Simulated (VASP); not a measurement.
# AlCu3 (P-4m2) in VASP: further runs

Runs on AlCu3. Level: LDA. Tasks: single point.

All numbers are computed with VASP 6.6.1; they aren't measurements. Logs are shortened: lines on timing, memory, paths and dates and some standing lists are left out, and cuts for length are marked.

## 1. The cell of the first run

The structure is tetragonal, space group P-4m2 (No. 115). Conventional cell: a = 3.619 Å, b = 3.619 Å, c = 3.619 Å, α = 90.00°, β = 90.00°, γ = 90.00°. Within 3.3 Å of Al (site symmetry -4m2) lie 12 Cu at 2.49 to 2.63 Å. Cu (site symmetry 2mm) has 4 Al at 2.49 to 2.63 Å and 8 Cu at 2.49 to 2.63 Å within 3.3 Å. Cu (site symmetry -4m2) has 8 Cu at 2.49 to 2.63 Å and 4 Al at 2.56 Å within 3.3 Å.

## 2. Single point, LDA (atoms displaced along a vibrational mode, the cell strained)

INCAR reads:

```
SYSTEM = AlCu3
PREC = Accurate ; ENCUT = 520
EDIFF = 1E-7 ; ISMEAR = 0
SIGMA = 0.15 ; LREAL = .False.
LASPH = .True. ; NELM = 60
ALGO = Fast ; ISIF = 2
LWAVE = .False. ; LCHARG = .False.
NBANDS = 26
```

KPOINTS reads:

```
regular mesh
0
Gamma
  12 12 12
  0 0 0
```

POSCAR reads:

```
AlCu3
1.0
    3.6188147484      0.0000000000      0.0000000000
    0.0000000000      3.6188147484      0.0000000000
    0.0000000000      0.0000000000      3.6188147484
Al Cu
1 3
Direct
    0.0000000000      0.0000000000      0.0000000000
    0.5000000000      0.4732517947      0.0000000000
    0.5000000000      0.0000000000      0.5000000000
    0.0000000000      0.5267482053      0.5000000000
```

Potentials or basis: VASP PAW LDA potentials, release 64 (Al, Cu).

On the command line:

```console
cat potpaw_LDA.64/Al/POTCAR potpaw_LDA.64/Cu/POTCAR > POTCAR
mpirun -np 1 vasp_std > vasp.out
```

OUTCAR:

```text
SYSTEM = AlCu3
   PREC = Accurate
   ENCUT = 520
   EDIFF = 1E-7
   ISMEAR = 0
   LREAL = .False.
   LASPH = .True.
   NELM = 60
   ISIF = 2

 ion  position               nearest neighbor table
   1  0.000  0.000  0.000-   2 2.49   4 2.49   4 2.49   2 2.49   3 2.56   3 2.56   3 2.56   3 2.56
                             4 2.63   4 2.63   2 2.63   2 2.63
   2  0.500  0.473  0.000-   1 2.49   3 2.49   3 2.49   1 2.49   4 2.57   4 2.57   4 2.57   4 2.57
                             1 2.63   3 2.63   1 2.63   3 2.63
   3  0.500  0.000  0.500-   2 2.49   4 2.49   2 2.49   4 2.49   1 2.56   1 2.56   1 2.56   1 2.56
                             4 2.63   4 2.63   2 2.63   2 2.63
   4  0.000  0.527  0.500-   1 2.49   3 2.49   1 2.49   3 2.49   2 2.57   2 2.57   2 2.57   2 2.57
                             1 2.63   3 2.63   1 2.63   3 2.63

  LATTYP: Found a simple cubic cell.
 ALAT       =     3.6188147484

  Lattice vectors:

 A1 = (   3.6188147484,   0.0000000000,   0.0000000000)
 A2 = (   0.0000000000,   3.6188147484,   0.0000000000)
 A3 = (   0.0000000000,   0.0000000000,   3.6188147484)

Analysis of symmetry for initial positions (statically):
=====================================================================
 Subroutine PRICEL returns:
 Original cell was already a primitive cell.

 Routine SETGRP: Setting up the symmetry group for a
 simple cubic supercell.

 Subroutine GETGRP returns: Found  8 space group operations
 (whereof  8 operations were pure point group operations)
 out of a pool of 48 trial point group operations.

The static configuration has the point symmetry D_2d.

Analysis of symmetry for dynamics (positions and initial velocities):
=====================================================================
 Subroutine PRICEL returns:
 Original cell was already a primitive cell.

 Routine SETGRP: Setting up the symmetry group for a
 simple cubic supercell.

 Subroutine GETGRP returns: Found  8 space group operations
 (whereof  8 operations were pure point group operations)
 out of a pool of 48 trial point group operations.

The dynamic configuration has the point symmetry D_2d.

 Subroutine INISYM returns: Found  8 space group operations
 (whereof  8 operations are pure point group operations),
 and found     1 'primitive' translations

----------------------------------------------------------------------------------------

                                     Primitive cell

  volume of cell :      47.3913

  direct lattice vectors                    reciprocal lattice vectors
     3.618814748  0.000000000  0.000000000     0.276333570  0.000000000  0.000000000
     0.000000000  3.618814748  0.000000000     0.000000000  0.276333570  0.000000000
     0.000000000  0.000000000  3.618814748     0.000000000  0.000000000  0.276333570

  length of vectors
     3.618814748  3.618814748  3.618814748     0.276333570  0.276333570  0.276333570

  position of ions in fractional coordinates (direct lattice)
     0.000000000  0.000000000  0.000000000
     0.500000000  0.473251795  0.000000000
     0.500000000  0.000000000  0.500000000
     0.000000000  0.526748205  0.500000000

  ion indices of the primitive-cell ions
   primitive index   ion index
                 1           1
                 2           2
                 3           3
                 4           4

----------------------------------------------------------------------------------------

 KPOINTS: regular mesh

Automatic generation of k-mesh.
 Grid dimensions read from file:
 generate k-points for:   12   12   12

 Generating k-lattice:

  Cartesian coordinates                     Fractional coordinates (reciprocal lattice)
     0.023027798  0.000000000  0.000000000     0.083333333  0.000000000  0.000000000
     0.000000000  0.023027798  0.000000000     0.000000000  0.083333333  0.000000000
     0.000000000  0.000000000  0.023027798     0.000000000  0.000000000  0.083333333

  Length of vectors
     0.023027798  0.023027798  0.023027798

  Shift w.r.t. Gamma in fractional coordinates (k-lattice)
     0.000000000  0.000000000  0.000000000

 Subroutine IBZKPT returns following result:
 ===========================================

 Found    196 irreducible k-points:

 Following reciprocal coordinates:
            Coordinates               Weight
  0.000000  0.000000  0.000000      1.000000
  0.083333  0.000000  0.000000      4.000000
  0.000000  0.083333  0.000000      2.000000
  0.166667  0.000000  0.000000      4.000000
  0.000000  0.166667  0.000000      2.000000
  0.250000  0.000000  0.000000      4.000000
[... 16 lines left out ...]
  0.000000  0.333333  0.083333      8.000000
  0.083333  0.000000  0.333333      8.000000
 [... further k-points ...]
   k-points           NKPTS =    196   k-points in BZ     NKDIM =    196   number of bands    NBANDS=     26
   number of dos      NEDOS =    301   number of ions     NIONS =      4
   total plane-waves  NPLWV =  21952
   dimension x,y,z NGX =    28 NGY =   28 NGZ =   28
   dimension x,y,z NGXF=    56 NGYF=   56 NGZF=   56
   ions per type =               1   3
   NGX,Y,Z   is equivalent  to a cutoff of  12.86, 12.86, 12.86 a.u.
   NGXF,Y,Z  is equivalent  to a cutoff of  25.73, 25.73, 25.73 a.u.
 SYSTEM =  AlCu3
   PREC   = accura    normal or accurate (medium, high low for compatibility)
   ISTART =      0    job   : 0-new  1-cont  2-samecut
   ICHARG =      2    charge: 1-file 2-atom 10-const
   ISPIN  =      1    spin polarized calculation?
   LNONCOLLINEAR =      F non collinear calculations
   LSORBIT =      F    spin-orbit coupling
   LASPH  =      T    aspherical Exc in radial PAW
   ENCUT  =  520.0 eV  38.22 Ry    6.18 a.u.   6.73  6.73  6.73*2*pi/ulx,y,z
   NELM   =     60;   NELMIN=  2; NELMDL= -5     # of ELM steps
   EDIFF  = 0.1E-06   stopping-criterion for ELM
   LREAL  =      F    real-space projection
   EDIFFG = 0.1E-05   stopping-criterion for IOM
   NSW    =      0    number of steps for IOM
   IBRION =     -1    ionic relax: 0-MD 1-quasi-New 2-CG
   NFREE  =      0    steps in history (QN), initial steepest desc. (CG)
   ISIF   =      2    stress and relaxation
   ISYM   =      2    0-nonsym 1-usesym 2-fastsym
   POTIM  = 0.5000    time-step for ionic-motion
   TEBEG  =    0.0;   TEEND  =   0.0 temperature during run
   PSTRESS=    0.0 pullay stress
   NELECT =      36.0000    total number of electrons
   NUPDOWN=      -1.0000    fix difference up-down
   EMIN   =  10.00;   EMAX   =-10.00  energy-range for DOS
   EFERMI =   0.00;   METHOD = LEGACY
   ISMEAR =     0;   SIGMA  =   0.15  broadening in eV -4-tet -1-fermi 0-gaus
   EFERMI_NEDOS =   21; number of points for ismear=-14 and -15
   IALGO  =     68    algorithm
   IMIX   =      4    mixing-type and parameters
     AMIX     =   0.40;   BMIX     =  1.00
     AMIX_MAG =   1.60;   BMIX_MAG =  1.00
  volume/ion in A,a.u.               =      11.85        79.95
  Fermi-wavevector in a.u.,A,eV,Ry     =   1.493743  2.822766 30.358260  2.231269
  Thomas-Fermi vector in A             =   2.606105
   LORBIT       =      0    0 simple, 1 ext, 2 COOP (PROOUT), +10 PAW based schemes
   GGA     = CA    functional components
   LHFCALC =     F    Hartree Fock is set to
   AEXX    =    0.0000 exact exchange contribution
   IVDW    =     0    specifies the selected vdW correction
   LEPSILON=     F    determine dielectric tensor
   LRPA    =     F    only Hartree local field effects (RPA)
 non-spin polarized calculation
 RMM-DIIS sequential band-by-band and
 Gauss-broadening in eV      SIGMA  =   0.15
  energy-cutoff  :      520.00
  volume of cell :       47.39
 maximum number of plane-waves:      1328
 NGX is ok and might be reduce to    28
   NGX = 13   NGY = 13   NGZ = 13

 number of electron      35.9999972 magnetization

 Free energy of the ion-electron system (eV)
  ---------------------------------------------------
  ext. energy  EPLUGINS =         0.00000000
  ---------------------------------------------------
  free energy    TOTEN  =       -19.04237770 eV

  energy without entropy =      -19.03192269  energy(sigma->0) =      -19.03715019

 E-fermi :   8.6869     XC(G=0): -12.7210

 val. band max:        8.6844061396   @ k =   0.0833   0.0000   0.0000
 cond. band min:       8.7003519621   @ k =   0.1667   0.0833   0.0833
 fundamental gap:      0.0159458224
 Fermi energy:         8.6869429199

 k-point     1 :       0.0000    0.0000    0.0000
  band No.  band energies     occupation
      1      -2.0846      2.00000
      2       3.1568      2.00000
      3       3.7152      2.00000
      4       3.7460      2.00000
      5       3.9911      2.00000
      6       3.9911      2.00000
[... 18 lines left out ...]
     25      19.3013      0.00000
     26      20.6718      0.00000

 k-point     2 :       0.0833    0.0000    0.0000
  band No.  band energies     occupation
      1      -2.0030      2.00000
      2       3.1791      2.00000
      3       3.6883      2.00000
      4       3.7799      2.00000
      5       3.9837      2.00000
      6       4.0074      2.00000
[... 18 lines left out ...]
     25      19.0131      0.00000
     26      20.2121      0.00000

 k-point     3 :       0.0000    0.0833    0.0000
  band No.  band energies     occupation
      1      -2.0031      2.00000
      2       3.1806      2.00000
      3       3.7012      2.00000
      4       3.7698      2.00000
      5       4.0033      2.00000
      6       4.0033      2.00000
[... 18 lines left out ...]
     25      19.0126      0.00000
     26      20.1747      0.00000

 k-point     4 :       0.1667    0.0000    0.0000
  band No.  band energies     occupation
      1      -1.7596      2.00000
      2       3.2090      2.00000
      3       3.5927      2.00000
      4       3.8860      2.00000
      5       4.0037      2.00000
      6       4.0609      2.00000
[... 18 lines left out ...]
     25      18.3375      0.00000
     26      19.2036      0.00000

 k-point     5 :       0.0000    0.1667    0.0000
  band No.  band energies     occupation
      1      -1.7599      2.00000
      2       3.2157      2.00000
      3       3.6027      2.00000
      4       3.8924      2.00000
      5       4.0385      2.00000
      6       4.0385      2.00000
[... 18 lines left out ...]
     25      18.3357      0.00000
     26      19.2875      0.00000

 k-point     6 :       0.2500    0.0000    0.0000
  band No.  band energies     occupation
      1      -1.3593      2.00000
      2       3.0111      2.00000
      3       3.5621      2.00000
      4       4.0115      2.00000
      5       4.0497      2.00000
      6       4.1501      2.00000
[... 427 lines left out ...]
 k-point    21 :       0.0833    0.0000    0.2500
  band No.  band energies     occupation
      1      -1.2803      2.00000
      2       3.0560      2.00000
      3       3.5778      2.00000
      4       3.9999      2.00000
      5       4.0481      2.00000
      6       4.1454      2.00000
[... 18 lines left out ...]
     25      18.1174      0.00000
     26      19.0377      0.00000

 k-point    22 :       0.3333    0.0833    0.0000
  band No.  band energies     occupation
      1      -0.7357      2.00000
      2       2.4710      2.00000
      3       3.6895      2.00000
      4       4.0854      2.00000
      5       4.0951      2.00000
      6       4.2604      2.00000
[... 18 lines left out ...]
     25      18.0714      0.00000
     26      19.6696      0.00000

 k-point    23 :       0.0000    0.3333    0.0833
  band No.  band energies     occupation
      1      -0.7370      2.00000
      2       2.4772      2.00000
      3       3.7050      2.00000
      4       4.1168      2.00000
      5       4.1334      2.00000
      6       4.2744      2.00000
[... 18 lines left out ...]
     25      18.0405      0.00000
     26      19.7011      0.00000

 k-point    24 :       0.0833    0.0000    0.3333
  band No.  band energies     occupation
      1      -0.7356      2.00000
      2       2.4708      2.00000
      3       3.6920      2.00000
      4       4.0820      2.00000
      5       4.1047      2.00000
      6       4.2495      2.00000
[... 18 lines left out ...]
     25      18.0499      0.00000
     26      19.6694      0.00000

 [... further k-points ...]

------------------------ aborting loop because EDIFF is reached ----------------------------------------

  FORCE on cell =-STRESS in cart. coord.  units (eV):
  Direction    XX          YY          ZZ          XY          YZ          ZX
  --------------------------------------------------------------------------------------
  -------------------------------------------------------------------------------------
  Total       -0.7531482     -0.7081834     -0.7531482     -0.0000000      0.0000000      0.0000000
  in kB      -25.4619671    -23.9418270    -25.4619671     -0.0000000      0.0000000      0.0000000
  external PRESSURE =     -24.9552537 kB  Pullay stress =       0.0000000 kB

 VOLUME and BASIS-vectors are now :
 -----------------------------------------------------------------------------
  energy-cutoff  :      520.00
  volume of cell :       47.39
      direct lattice vectors                 reciprocal lattice vectors
     3.618814748  0.000000000  0.000000000     0.276333570  0.000000000  0.000000000
     0.000000000  3.618814748  0.000000000     0.000000000  0.276333570  0.000000000
     0.000000000  0.000000000  3.618814748     0.000000000  0.000000000  0.276333570

 POSITION                                       TOTAL-FORCE (eV/Angst)
 -----------------------------------------------------------------------------------
      0.00000      0.00000      0.00000        -0.000000     -0.000000     -0.000000
      1.80941      1.71261      0.00000         0.000000      0.587042      0.000000
      1.80941      0.00000      1.80941        -0.000000     -0.000000     -0.000000
      0.00000      1.90620      1.80941        -0.000000     -0.587042     -0.000000
 -----------------------------------------------------------------------------------
    total drift:                                0.000000      0.000001      0.000000

  FREE ENERGIE OF THE ION-ELECTRON SYSTEM (eV)
  ---------------------------------------------------
  free  energy   TOTEN  =       -19.0423776973 eV

  energy  without entropy=      -19.0319226883  energy(sigma->0) =      -19.03715019
```

Run time: 2.9 min. Hardware: 1 thread of Intel Xeon Platinum 8488C (Sapphire Rapids), shared host; peak memory 0.29 GiB.

Results:

```yaml
Free_energy: -19.0424 eV
Pressure: -2.5 GPa
Largest_force: 0.587 eV/Å
Band_gap_on_the_k_mesh: zero (bands 18 and 19 overlap by 5.61 eV)
```

Forces in eV/Å, atoms in the order of the input:
```
Al   0.000  0.000  0.000
Cu   0.000  0.587  0.000
Cu   0.000  0.000  0.000
Cu   0.000 -0.587  0.000
```

Levels at points of the mesh, in eV from the Fermi level:
```csv
k point,band 15,band 16,band 17,band 18,band 19,band 20,band 21,band 22
"(0.00, 0.00, 0.00)",-2.14,-2.14,-0.28,-0.28,-0.20,4.40,4.47,5.14
"(0.50, 0.00, 0.00)",-2.94,-2.56,-2.14,3.69,3.84,3.90,3.94,4.97
"(0.00, 0.50, 0.00)",-2.89,-2.57,-2.16,3.82,3.82,3.97,3.97,4.87
"(0.50, 0.50, 0.00)",-2.92,-2.79,-2.41,-1.26,-1.25,6.23,6.46,6.69
"(0.50, 0.00, 0.50)",-3.07,-2.78,-2.39,-1.28,-1.28,6.38,6.52,6.52
"(0.50, 0.50, 0.50)",-2.87,-2.35,-2.32,-2.32,-1.40,1.34,1.77,1.78
```

Caveat: the cell differs from its parent crystal (atoms displaced along a vibrational mode, the cell strained).

## 3. Single point, LDA (atoms displaced along a vibrational mode, the cell strained)

INCAR reads:

```
SYSTEM = AlCu3
PREC = Accurate
ENCUT = 520
EDIFF = 1E-7
ISMEAR = 0
SIGMA = 0.15
LREAL = .FALSE.
LASPH = .TRUE.
NELM = 80
ALGO = Fast
ISIF = 2
LWAVE = .FALSE.
LCHARG = .TRUE.
GGA = CA
LELF = .TRUE.
LVHAR = .TRUE.
NBANDS = 26
```

KPOINTS reads:

```
regular mesh
0
G
  12 12 12
  0 0 0
```

POSCAR reads:

```
AlCu3
1.0
    3.4993001882      0.0000000000      0.0000000000
    0.0000000000      3.4993001882      0.0000000000
    0.0000000000      0.0000000000      3.4993001882
Al Cu
1 3
Direct
    0.0000000000      0.0000000000      0.0000000000
    0.5000000000      0.4946503589      0.0000000000
    0.5000000000      0.0000000000      0.5000000000
    0.0000000000      0.5053496411      0.5000000000
```

Potentials or basis: VASP PAW LDA potentials, release 64 (Al, Cu).

On the command line:

```console
cat potpaw_LDA.64/Al/POTCAR potpaw_LDA.64/Cu/POTCAR > POTCAR
mpirun -np 1 vasp_std > vasp.out
```

It took 2 min on 1 thread of Intel Xeon 6975P-C (Granite Rapids), shared host; peak memory 0.28 GiB.

It converged, with:

| Item | Value |
| --- | --- |
| Free energy | -18.9388 eV |
| Pressure | 15.9 GPa |
| Largest force | 0.172 eV/Å |
| Band gap on the k mesh | zero (bands 18 and 19 overlap by 6.06 eV) |

Forces on the atoms (eV/Å):
```
Al   0.000  0.000  0.000
Cu   0.000  0.172  0.000
Cu   0.000  0.000  0.000
Cu   0.000 -0.172  0.000
```

Levels at points of the mesh, in eV from the Fermi level:
| k point | band 14 | band 15 | band 16 | band 17 | band 18 | band 19 | band 20 | band 21 | band 22 | band 23 |
| --- | --- | --- | --- | --- | --- | --- | --- | --- | --- | --- |
| (0.00, 0.00, 0.00) | -2.27 | -2.26 | -2.26 | -0.42 | -0.42 | -0.42 | 4.85 | 4.85 | 5.96 | 11.30 |
| (0.50, 0.00, 0.00) | -3.34 | -3.24 | -2.77 | -2.26 | 4.08 | 4.08 | 4.18 | 4.19 | 5.03 | 6.75 |
| (0.00, 0.50, 0.00) | -3.36 | -3.23 | -2.77 | -2.26 | 4.08 | 4.08 | 4.19 | 4.19 | 5.02 | 6.75 |
| (0.50, 0.50, 0.00) | -3.25 | -3.23 | -3.10 | -2.61 | -1.26 | -1.26 | 6.80 | 6.80 | 7.05 | 7.62 |
| (0.50, 0.00, 0.50) | -3.25 | -3.24 | -3.10 | -2.60 | -1.26 | -1.26 | 6.81 | 6.81 | 7.04 | 7.63 |
| (0.50, 0.50, 0.50) | -3.33 | -3.30 | -2.47 | -2.47 | -2.47 | -1.79 | 1.87 | 2.08 | 2.08 | 2.08 |

Caveat: the cell differs from its parent crystal (atoms displaced along a vibrational mode, the cell strained); the cell stands under pressure.
